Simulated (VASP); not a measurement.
Runs of VASP 6.6.1 on TiCo. The structure is that of space group Pm-3m (No. 221), or close to it. The cells are those of the table. 

```tsv
task	level	cell	k mesh	cutoff (eV)	k mesh for the DOS	occupations for the DOS	gap on the mesh (eV)	pressure (GPa)	moment (μB)
single point	PBE	a = 3.015, b = 3.015, c = 2.968 Å, 2 atoms	18 × 18 × 18	520	-	-	none	-2.8	0.87
single point	PBE	a = 2.979 Å, 2 atoms	14 × 14 × 14	520	-	-	none	(b)	0.87
single point	PBE	a = 2.893 Å, 2 atoms	14 × 14 × 14	520	-	-	none	17.4	0.62
single point	PBE	a = 2.868 Å, 2 atoms	14 × 14 × 14	520	-	-	none	24.0	0.53
single point	PBE	a = 3.015 Å, 2 atoms	14 × 14 × 14	520	-	-	none	-5.3	0.90
density of states	PBEsol	a = 2.986 Å, 2 atoms	14 × 14 × 14	520	21 × 21 × 21	tetrahedron	-	-	(c)
relaxation of cell and atoms	PBE	relaxed to 4 GPa from a = 2.962 Å, 2 atoms	14 × 14 × 14	600	-	-	none	4.0	0.83
single point	PBE	a = 2.986 Å, 2 atoms	14 × 14 × 14	520	-	-	none	(a)	0.87
```

Alike in all rows: potentials or basis VASP PAW PBE potentials, release 64 (Ti_sv, Co); spin collinear, ferromagnetic start; smearing gaussian 0.1 eV.

Q: Estimate the missing entries.

A: (a) -0.5; (b) 0.5; (c) 0.77.

Caveats: the PAW data sets were made with another functional, which shifts forces and pressure a little (some runs); tetrahedron occupations give inexact forces and stress in metals (some runs); the cell is relaxed towards a set pressure, so the enthalpy falls and the energy may rise (some runs).

A gap of «none» marks levels without a gap at the run's occupations.
